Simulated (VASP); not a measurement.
# H22CO11 in VASP: further runs, part 2 of 2

VASP 6.6.1. The steps go on from the part before.

## Step 3: Single point, PBE+D3(BJ)

Contents of INCAR:

```
PREC = Accurate
ENCUT = 520
EDIFF = 1E-6
ISMEAR = -1
SIGMA = 0.02
LREAL = Auto
LASPH = True
NELM = 60
ALGO = Normal
ISIF = 2
LWAVE = False
LCHARG = False
GGA = PE
IVDW = 12
NBANDS = 69
```

Contents of KPOINTS:

```
Automatic mesh
0
Gamma
  1 1 1
```

Contents of POSCAR:

```
H22CO11
1.0
    7.1203670000      0.0000000000      0.0000000000
    0.0000000000      7.1203670000      0.0000000000
    0.0000000000      0.0000000000      7.1203670000
O H C
11 22 1
Direct
    0.4937666837      0.1827855222      0.4494431256
   -0.1745415651      0.6082411202      0.4335872013
    0.5262650085      1.1036650218      0.9172982235
    0.9479848440      0.6689261944      0.9781939611
    0.5023196136      0.5496345905      0.2455772294
    0.3199132854      0.3939263243      0.7842573283
    0.2231486102      1.1119370673      0.1705108739
    0.7508882618      0.8567255031      0.7112976059
    0.7457902100      0.9294886064      0.2267720189
    0.2978076832      0.7482339042      0.8997429486
   -0.0213050816      0.1976443068      0.6882510410
    0.4912106356      0.3134108115      0.4037994109
    0.2990857072      0.1269737922      0.2859262732
   -0.0988713082      0.6782656006      0.3441536089
    0.4516902008      0.1925322108      0.5790431870
    0.4079424558      1.3104942484      0.8519083356
    0.5721474750      0.9985019031      0.8395353779
    0.8200981775      0.7846926991      0.8082308117
    1.0853513590      0.7035732849      0.9574787367
    0.6274255246      0.5777651629      0.3023299220
    0.4223096927      0.6386609005      0.3110654268
    0.2120817649      0.3117395494      0.7584861848
   -0.6837709348     -0.3783934171      1.8418011319
    5.9471934522     -1.4616802757     -1.9834511339
    0.1017644175      1.0633861991      0.2098346897
    0.8311088459      0.9663265952      0.6847540302
    0.7853949101      0.7081517006      0.5240600660
    0.6723810725      1.0293851426      0.1684604178
    0.7896783972      0.8544643836      0.1207802912
    0.4108215209      1.0606054435      0.9800477981
    0.3750228043      0.7367738208      1.0126303883
   -0.0326528113      0.4815763008      0.6991633999
   -0.2616859496      0.3504875521      0.6745438824
   -0.1069186462      0.3466113474      0.6862988944
```

Potentials or basis: VASP PAW PBE potentials, release 64 (O, H, C).

Launch:

```bash
> cat potpaw_PBE.64/O/POTCAR potpaw_PBE.64/H/POTCAR potpaw_PBE.64/C/POTCAR > POTCAR
> mpirun -np 1 vasp_gam > vasp.out
```

OUTCAR:

```text
PREC = Accurate
   ENCUT = 520
   EDIFF = 1E-6
   ISMEAR = -1
   LREAL = Auto
   LASPH = True
   NELM = 60
   ISIF = 2
   GGA = PE
   IVDW = 12
 IVDW          = 12

 ion  position               nearest neighbor table
   1  0.494  0.183  0.449-  15 0.97  12 0.99
   2  0.825  0.608  0.434-  14 0.97  27 1.00
   3  0.526  0.104  0.917-  30 0.98  17 0.99
   4  0.948  0.669  0.978-  24 0.97  19 1.02
   5  0.502  0.550  0.246-  21 0.97  20 1.00
   6  0.320  0.394  0.784-  22 0.98  16 0.99
   7  0.223  0.112  0.171-  25 0.97  13 0.99
   8  0.751  0.857  0.711-  26 0.99  18 0.99
   9  0.746  0.929  0.227-  28 0.98  29 0.98
  10  0.298  0.748  0.900-  31 0.98  23 1.00
  11  0.979  0.198  0.688-  34 1.22
  12  0.491  0.313  0.404-   1 0.99
  13  0.299  0.127  0.286-   7 0.99
  14  0.901  0.678  0.344-   2 0.97
  15  0.452  0.193  0.579-   1 0.97
  16  0.408  0.310  0.852-   6 0.99
[... 15 lines left out ...]
  32  0.967  0.482  0.699-  34 1.10
  33  0.738  0.350  0.675-  34 1.11
  34  0.893  0.347  0.686-  32 1.10  33 1.11  11 1.22

  LATTYP: Found a simple cubic cell.
 ALAT       =     7.1203670000

  Lattice vectors:

 A1 = (   7.1203670000,   0.0000000000,   0.0000000000)
 A2 = (   0.0000000000,   7.1203670000,   0.0000000000)
 A3 = (   0.0000000000,   0.0000000000,   7.1203670000)

Analysis of symmetry for initial positions (statically):
=====================================================================
 Subroutine PRICEL returns:
 Original cell was already a primitive cell.

 Routine SETGRP: Setting up the symmetry group for a
 simple cubic supercell.

 Subroutine GETGRP returns: Found  1 space group operations
 (whereof  1 operations were pure point group operations)
[... 173 lines left out ...]
   IALGO  =     38    algorithm
   IMIX   =      4    mixing-type and parameters
     AMIX     =   0.40;   BMIX     =  1.00
     AMIX_MAG =   1.60;   BMIX_MAG =  1.00
  volume/ion in A,a.u.               =      10.62        71.65
  Fermi-wavevector in a.u.,A,eV,Ry     =   1.037931  1.961405 14.657561  1.077300
  Thomas-Fermi vector in A             =   2.172391
   LORBIT       =      0    0 simple, 1 ext, 2 COOP (PROOUT), +10 PAW based schemes
   GGA     = PE    functional components
   LHFCALC =     F    Hartree Fock is set to
   AEXX    =    0.0000 exact exchange contribution
   IVDW    =    12    specifies the selected vdW correction
   LEPSILON=     F    determine dielectric tensor
   LRPA    =     F    only Hartree local field effects (RPA)
 non-spin polarized calculation
  energy-cutoff  :      520.00
  volume of cell :      361.00
 maximum number of plane-waves:      4886
 NGX is ok and might be reduce to    54
   NGX = 27   NGY = 27   NGZ = 27

 number of electron      92.0000010 magnetization

 Free energy of the ion-electron system (eV)
  ---------------------------------------------------
  ext. energy  EPLUGINS =         0.00000000
  ---------------------------------------------------
  free energy    TOTEN  =      -168.22402864 eV

  energy without entropy =     -168.22402864  energy(sigma->0) =     -168.22402864

 E-fermi :  -3.0632     XC(G=0):  -6.6465

 val. band max:       -3.5742320478   @ k =   0.0000   0.0000   0.0000
 cond. band min:       0.3181832900   @ k =   0.0000   0.0000   0.0000
 fundamental gap:      3.8924153378
 Fermi energy:        -3.0631502268

 k-point     1 :       0.0000    0.0000    0.0000
  band No.  band energies     occupation
      1     -24.0364      2.00000
      2     -22.8153      2.00000
      3     -22.4614      2.00000
      4     -22.3465      2.00000
      5     -22.1982      2.00000
      6     -22.0054      2.00000
[... 50 lines left out ...]
     57       5.8643      0.00000
     58       6.0092      0.00000
 [bands above 58 left out]

------------------------ aborting loop because EDIFF is reached ----------------------------------------

 Edisp (eV)   -1.16425

 E8    (eV) :    -0.2437

  FORCE on cell =-STRESS in cart. coord.  units (eV):
  Direction    XX          YY          ZZ          XY          YZ          ZX
  --------------------------------------------------------------------------------------
  -------------------------------------------------------------------------------------
  Total       0.37212     0.94568     1.20977    -0.79394     0.31518     0.25445
  in kB       1.65153     4.19708     5.36916    -3.52364     1.39882     1.12930
  external pressure =        3.74 kB  Pullay stress =        0.00 kB

 VOLUME and BASIS-vectors are now :
 -----------------------------------------------------------------------------
  energy-cutoff  :      520.00
  volume of cell :      361.00
      direct lattice vectors                 reciprocal lattice vectors
     7.120367000  0.000000000  0.000000000     0.140442199  0.000000000  0.000000000
     0.000000000  7.120367000  0.000000000     0.000000000  0.140442199  0.000000000
     0.000000000  0.000000000  7.120367000     0.000000000  0.000000000  0.140442199

 POSITION                                       TOTAL-FORCE (eV/Angst)
 -----------------------------------------------------------------------------------
      3.51580      1.30150      3.20020        -0.155710      0.153685     -0.217071
      5.87757      4.33090      3.08730         0.048340     -0.050050     -0.108787
      3.74720      0.73813      6.53150        -0.035293      0.123599      0.192871
      6.75000      4.76300      6.96510        -0.010730      0.218581      0.285024
      3.57670      3.91360      1.74860        -0.153315     -0.101909      0.035701
      2.27790      2.80490      5.58420         0.070001     -0.089074     -0.246288
[... 26 lines left out ...]
      5.25707      2.49560      4.80300        -0.016471     -0.027409     -0.024766
      6.35907      2.46800      4.88670        -0.379098      0.290105     -0.002074
 -----------------------------------------------------------------------------------
    total drift:                               -0.004199      0.009806     -0.013332

  FREE ENERGIE OF THE ION-ELECTRON SYSTEM (eV)
  ---------------------------------------------------
  free  energy   TOTEN  =      -169.3882774750 eV

  energy  without entropy=     -169.3882774750  energy(sigma->0) =     -169.38827748
```

Wall time 74 s (1 thread of Intel Xeon 8259CL, shared host); peak memory 0.39 GiB.

Results:

* Free energy: -169.3883 eV
* Pressure: 0.4 GPa
* Largest force: 0.539 eV/Å
* Band gap on the k mesh: 3.89 eV
* Dispersion energy per atom: -0.034 eV

Forces on the atoms (eV/Å):
```
O   -0.156  0.154 -0.217
O    0.048 -0.050 -0.109
O   -0.035  0.124  0.193
O   -0.011  0.219  0.285
O   -0.153 -0.102  0.036
O    0.070 -0.089 -0.246
O    0.031 -0.094 -0.055
O   -0.019  0.043 -0.075
O    0.294  0.126 -0.063
O   -0.028 -0.159  0.124
O    0.349 -0.410  0.020
H    0.030  0.078 -0.134
H    0.083  0.017  0.058
H    0.068  0.040 -0.106
H   -0.080  0.051  0.086
H    0.088 -0.048  0.049
H    0.050 -0.041 -0.073
H    0.031 -0.072  0.089
H    0.066  0.056 -0.007
H    0.095 -0.002  0.024
H   -0.126  0.039  0.069
H   -0.101 -0.038 -0.029
H    0.001 -0.098 -0.077
H   -0.043 -0.101  0.056
H   -0.115 -0.037 -0.004
H    0.039  0.091 -0.048
H   -0.036  0.036  0.071
H   -0.065  0.091 -0.026
H    0.079 -0.091 -0.071
H   -0.092 -0.001  0.075
H    0.064  0.002  0.107
H   -0.031  0.004  0.026
H   -0.016 -0.027 -0.025
C   -0.379  0.290 -0.002
```

Stress tensor (GPa, compression positive):
```
 0.17 -0.35  0.11
-0.35  0.42  0.14
 0.11  0.14  0.54
```

Levels at points of the mesh, in eV from the valence-band top:
| k point | band 43 | band 44 | band 45 | band 46 | band 47 | band 48 | band 49 | band 50 |
| --- | --- | --- | --- | --- | --- | --- | --- | --- |
| (0.00, 0.00, 0.00) | -0.47 | -0.29 | -0.04 | 0.00 | 3.89 | 4.70 | 7.05 | 7.45 |

Caveat: the k points lie up to 0.88 Å⁻¹ apart; the atoms stand as in a frame of molecular dynamics.

## Step 4: Single point, PBE+D3(BJ)

Contents of INCAR:

```
ALGO = Normal
EDIFF = 1E-6
ENCUT = 520
GGA = PE
ISIF = 2
ISMEAR = -1
IVDW = 12
LASPH = True
LCHARG = True
LELF = True
LREAL = Auto
LVHAR = True
LWAVE = False
NBANDS = 69
NELM = 60
PREC = Accurate
SIGMA = 0.02
```

Contents of KPOINTS:

```
k-points
0
Gamma
  1 1 1
```

Contents of POSCAR:

```
H22CO11
1.0
    7.1203670000      0.0000000000      0.0000000000
    0.0000000000      7.1203670000      0.0000000000
    0.0000000000      0.0000000000      7.1203670000
O H C
11 22 1
Direct
    0.4761833203      0.2033743485      0.4408059304
   -0.1721119150      0.6101370898      0.4267897989
    0.5217849024      1.1058699643      0.9361876993
    0.9519593583      0.6773948590      0.9974485866
    0.4945952926      0.5525557882      0.2475153317
    0.3262612728      0.3767081107      0.7609860559
    0.2186965925      1.1031734741      0.1702861664
    0.7558177830      0.8586355170      0.7089943538
    0.7718001052      0.9482657284      0.2159860580
    0.3038607420      0.7267041151      0.9137871686
   -0.0166143122      0.2005795488      0.6905402488
    0.4987242933      0.3123153624      0.3583242268
    0.2897603452      0.1266367309      0.2879486408
   -0.1015958868      0.6817064345      0.3342383897
    0.4172678178      0.2631605927      0.5511373220
    0.4070295815      1.2911132249      0.8376253640
    0.5565724351      1.0055099688      0.8479478656
    0.8232300386      0.7926838603      0.8107728155
    1.0918117002      0.6997251687      0.9718881063
    0.6180158972      0.5880174435      0.3045208203
    0.4045016219      0.6088731101      0.3331710290
    0.2061551041      0.3073858412      0.7522365069
   -0.6798245090     -0.3939403685      1.8446521085
    5.9399045021     -1.4538576453     -1.9683535975
    0.0926918514      1.0624311921      0.2046945052
    0.8366141801      0.9668602756      0.6794593593
    0.7931473195      0.7081517006      0.5212512220
    0.6836304926      1.0269554926      0.1454981183
    0.8195785414      0.8605174424      0.1216229444
    0.4052600098      1.0648889306      1.0005383149
    0.3799101928      0.7037277713      1.0266605640
   -0.0795605058      0.4759867012      0.7239514480
   -0.2733426521      0.3134389000      0.6399670129
   -0.1257238566      0.3333676480      0.6842484383
```

Launch:

```bash
> cat potpaw_PBE.64/O/POTCAR potpaw_PBE.64/H/POTCAR potpaw_PBE.64/C/POTCAR > POTCAR
> mpirun -np 1 vasp_gam > vasp.out
```

It took 84 s on 1 thread of Intel Xeon 8259CL, shared host; peak memory 0.39 GiB.

Results (log left out):

```
Free energy                : -169.8973 eV
Pressure                   : 0.2 GPa
Largest force              : 0.519 eV/Å
Band gap on the k mesh     : 3.70 eV
Dispersion energy per atom : -0.034 eV
```

Forces on the atoms (eV/Å):
```
O   -0.136  0.034 -0.102
O   -0.068 -0.045 -0.029
O   -0.047  0.032  0.132
O    0.025  0.092  0.075
O   -0.024  0.076 -0.086
O    0.051 -0.059 -0.165
O   -0.026 -0.055 -0.044
O    0.020 -0.034 -0.021
O    0.301  0.217  0.014
O    0.020 -0.175  0.112
O    0.284 -0.340  0.027
H    0.029  0.072 -0.100
H    0.068  0.023  0.057
H    0.063  0.036 -0.097
H   -0.049  0.024  0.097
H    0.082 -0.043  0.048
H    0.045 -0.053 -0.062
H    0.029 -0.072  0.084
H    0.079  0.047 -0.019
H    0.100  0.005  0.013
H   -0.107  0.046  0.059
H   -0.098 -0.031 -0.030
H    0.004 -0.089 -0.084
H   -0.044 -0.106  0.037
H   -0.115 -0.030 -0.012
H    0.039  0.087 -0.044
H   -0.042  0.046  0.088
H   -0.072  0.091 -0.021
H    0.074 -0.085 -0.059
H   -0.088  0.006  0.079
H    0.062 -0.007  0.101
H   -0.021  0.006  0.006
H   -0.011 -0.013 -0.010
C   -0.424  0.295 -0.043
```

Stress tensor (GPa, compression positive):
```
-0.14 -0.26 -0.08
-0.26  0.19  0.10
-0.08  0.10  0.42
```

Levels at points of the mesh, in eV from the valence-band top:
```csv
k point,band 44,band 45,band 46,band 47,band 48,band 49
"(0.00, 0.00, 0.00)",-0.31,-0.09,0.00,3.70,4.68,6.97
```

Caveat: the k points lie up to 0.88 Å⁻¹ apart; the atoms stand as in a frame of molecular dynamics.

## Step 5: Overview

```csv
cell,gap on the mesh (eV),pressure (GPa),largest force (eV/Å)
"as given, atomic positions A",2.78,-0.2,1.14
"as given, atomic positions B",3.89,0.4,0.54
"as given, atomic positions C",3.70,0.2,0.52
```

Alike in all rows: task single point; level PBE+D3(BJ); potentials or basis VASP PAW PBE potentials, release 64 (O, H, C); no spin polarisation; k mesh 1 × 1 × 1; cutoff (eV) 520; smearing fermi-dirac 0.02 eV.

Caveats: all runs use coarse meshes; the atoms stand as in a frame of molecular dynamics.

Total energies depend on the potentials used, so only differences within one code and one set of settings carry meaning.
